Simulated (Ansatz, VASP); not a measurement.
One calculation of BaTiO3, two programs

```
CELL_PARAMETERS angstrom
2.82434 1.63063 2.30623
-2.82434 1.63063 2.30623
0.00000 -3.26127 2.30623
ATOMIC_POSITIONS crystal
Ba 0.00015 0.00015 0.00015
Ti 0.50015 0.50015 0.50015
O 0.50015 0.00015 0.50015
O 0.50015 0.50015 0.00015
O 0.00015 0.50015 0.50015
```

Alike in both runs: functional r2SCAN; k mesh 9 × 9 × 9; occupations gaussian, width 0.02 eV; no spin polarisation.

Ansatz relaxed the structure, and its values are those at the end. VASP's run is a single point on that final structure, the one shown.

|  | VASP | Ansatz |
| --- | --- | --- |
| version | VASP 6.6.1 | Ansatz 0.2.0 |
| potentials or method | VASP PAW PBE potentials, release 64 (Ba_sv, Ti_sv, O), cutoff 660 eV | scalar-relativistic, plane waves, PAW |
| valence electrons in the cell | 40 | 40 |

|  | VASP | Ansatz | Ansatz less VASP |
| --- | --- | --- | --- |
| gap on the k mesh at the Fermi level (eV) | 2.19 | 2.22 | +0.028 |
| least direct gap on the mesh (eV) | 2.30 | 2.28 | -0.022 |
| pressure (GPa) | 1.8 | 0.0 | -1.75 |

VASP's potentials were made for PBE, not for r2SCAN.

Neither program's run includes spin-orbit coupling.
